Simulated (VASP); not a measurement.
A run of VASP 6.6.1 is set up as follows.

Contents of INCAR:

```
  PREC = Accurate
  ENCUT = 600
  EDIFF = 1E-6
  ISMEAR = 0
  SIGMA = 0.01
  LREAL = False
  LASPH = True
  NELM = 120
  ALGO = Normal
  ISIF = 2
  LWAVE = False
  LCHARG = False
  GGA = PE
  NBANDS = 11
  GGA_COMPAT = False
```

KPOINTS

```
Automatic mesh
0
Gamma
  3 3 3
```

Contents of POSCAR:

```
MgS
1.0
    0.0000000000      2.6016500000      2.6016500000
    2.6016500000      0.0000000000      2.6016500000
    2.6016500000      2.6016500000      0.0000000000
Mg S
1 1
Direct
    0.0000000000      0.0000000000      0.0000000000
    0.5000000000      0.5000000000      0.5000000000
```

Potentials or basis: VASP PAW PBE potentials, release 64 (Mg, S).

Launch:

```bash
$ cat potpaw_PBE.64/Mg/POTCAR potpaw_PBE.64/S/POTCAR > POTCAR
$ mpirun -np 1 vasp_std > vasp.out
```

Problem. What does it give for the pressure?

Solution. 2.5 GPa.

Problem. What does it give for the band gap on the k mesh?

Solution. 3.67 eV, direct.

Caveat: the k points lie up to 0.70 Å⁻¹ apart. A k mesh can miss the band edges.
